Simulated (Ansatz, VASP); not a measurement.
## VO2 in VASP and in Ansatz

Contents of INCAR:

```
SYSTEM = VO2
  PREC = Accurate
  ENCUT = 600
  EDIFF = 1E-6
  ISMEAR = -1
  SIGMA = 0.025
  LREAL = .False.
  LASPH = .True.
  NELM = 200
  ALGO = Normal
  ISIF = 2
  LWAVE = .False.
  LCHARG = .True.
  ISPIN = 2
  MAGMOM = 1.5 1.5 0 0 0 0
  LORBIT = 11
  LMAXMIX = 4
  GGA = PE
  LELF = .True.
  LVHAR = .True.
  NBANDS = 38
  GGA_COMPAT = .False.
```

Contents of KPOINTS:

```
regular mesh
0
Gamma
  5 5 8
  0 0 0
```

POSCAR

```
VO2
1.0
    4.5300000000      0.0000000000      0.0000000000
    0.0000000000      4.5300000000      0.0000000000
    0.0000000000      0.0000000000      2.8690000000
V O
2 4
Direct
    0.0000000000      0.0000000000      0.0000000000
    0.5000000000      0.5000000000      0.5000000000
    0.3050000000      0.3050000000      0.0000000000
    0.1950000000      0.8050000000      0.5000000000
    0.6950000000      0.6950000000      0.0000000000
    0.8050000000      0.1950000000      0.5000000000
```

Input for Ansatz:

```yaml
crystal:
  lattice:
    - [4.53, 0.0, 0.0]
    - [0.0, 4.53, 0.0]
    - [0.0, 0.0, 2.869]
  atoms:
    - { symbol: V, position: [0.0, 0.0, 0.0] }
    - { symbol: V, position: [0.5, 0.5, 0.5] }
    - { symbol: O, position: [0.305, 0.305, 0.0] }
    - { symbol: O, position: [0.195, 0.805, 0.5] }
    - { symbol: O, position: [0.695, 0.695, 0.0] }
    - { symbol: O, position: [0.805, 0.195, 0.5] }
kpoints:
  mp_grid:
    grid: [5, 5, 8]
hamiltonian:
  xc: pbe
magnetization:
  spin_polarized: true
  per_species:
    V: 1.5
scf:
  occupations:
    method: fermi_dirac
    width: 0.025
```

Alike in both runs: task single point; functional PBE; k mesh 5 × 5 × 8; occupations fermi-dirac, width 0.025 eV; collinear spin.

```csv
,VASP,Ansatz
version,VASP 6.6.1,Ansatz 0.2.0
potentials or method,"VASP PAW PBE potentials, release 64 (V_sv, O)","plane waves, PAW"
plane-wave cutoff (eV),600,420
valence electrons in the cell,50,50
```

|  | VASP | Ansatz | Ansatz less VASP |
| --- | --- | --- | --- |
| net moment per atom (μB) | 0.33 | 0.33 | 0.000 |
| size of the moment on the site where the two differ most (μB) | 1.05 | 0.83 | -0.222 |

Site moments also hang on the region over which each program counts them.
